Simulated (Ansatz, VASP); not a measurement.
Sn: VASP beside Ansatz

```
CELL_PARAMETERS angstrom
-1.92226 1.92226 1.92226
1.92226 -1.92226 1.92226
1.92226 1.92226 -1.92226
ATOMIC_POSITIONS crystal
Sn 0.00000 0.00000 0.00000
```

Alike in both runs: functional RPBE; k mesh 12 × 12 × 12; occupations fermi-dirac, width 0.1 eV; no spin polarisation.

Ansatz relaxed the structure, and its values are those at the end. VASP's run is a single point on that final structure, the one shown.

```csv
,VASP,Ansatz
version,VASP 6.6.1,Ansatz 0.2.0
potentials or method,"VASP PAW PBE potentials, release 64 (Sn_d), cutoff 520 eV","plane waves (420 eV) with PAW, scalar-relativistic"
valence electrons in the cell,14,14
```

```tsv
	VASP	Ansatz	Ansatz less VASP
pressure (GPa)	0.0	0.0	+0.06
```

VASP's potentials were made for PBE, not for RPBE.
